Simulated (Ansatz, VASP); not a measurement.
**Os: VASP beside Ansatz**

File INCAR:

```
PREC = Accurate
ENCUT = 520
EDIFF = 1E-6
ISMEAR = 0
SIGMA = 0.15
LREAL = F
LASPH = T
NELM = 60
ALGO = Fast
ISIF = 2
LWAVE = F
LCHARG = F
GGA = PS
NBANDS = 10
```

File KPOINTS:

```
Automatic mesh
0
Gamma
  24 24 24
```

The input POSCAR:

```
Os
1.0
    0.0000000000      2.1129444109      1.6480966405
    2.1129444109      0.0000000000      1.6480966405
    2.1129444109      2.1129444109      0.0000000000
Os
1
Direct
    0.0000000000      0.0000000000      0.0000000000
```

Input for Ansatz:

```yaml
crystal:
  lattice:
    - [0.0, 2.1129444109, 1.6480966405]
    - [2.1129444109, 0.0, 1.6480966405]
    - [2.1129444109, 2.1129444109, 0.0]
  atoms:
    - { symbol: Os, position: [0.0, 0.0, 0.0] }
basis:
  ecutwfc: 420
kpoints:
  mp_grid: { grid: [24, 24, 24] }
hamiltonian:
  xc: pbesol
scf:
  occupations: { method: gaussian, width: 0.15 }
output:
  forces: true
  stress: true
  eigenvalues: true
```

Alike in both runs: task single point; functional PBEsol; k mesh 24 × 24 × 24; occupations gaussian, width 0.15 eV; no spin polarisation.

|  | VASP | Ansatz |
| --- | --- | --- |
| version | VASP 6.6.1 | Ansatz 0.2.0 |
| potentials or method | VASP PAW PBE potentials, release 64 (Os), cutoff 520 eV | scalar-relativistic, plane waves, PAW |
| valence electrons in the cell | 8 | 16 |

Ansatz gave:

- gap on the k mesh at the Fermi level (eV): none
- pressure (GPa): -11.4
- traceless stress, the component that is largest in VASP (GPa): 36.05

Question: What did VASP give for the same quantities?

Answer: gap on the k mesh at the Fermi level (eV): none; pressure (GPa): -11.0; traceless stress, the component that is largest in VASP (GPa): 36.11.

VASP's potentials were made for PBE, not for PBEsol. A gap of «none» marks a metal or a gap that the smearing closes. VASP's potentials hold 8 valence electrons a cell and Ansatz's 16, so a difference there can come from the potentials and not from the codes.

Spin-orbit coupling is off throughout.
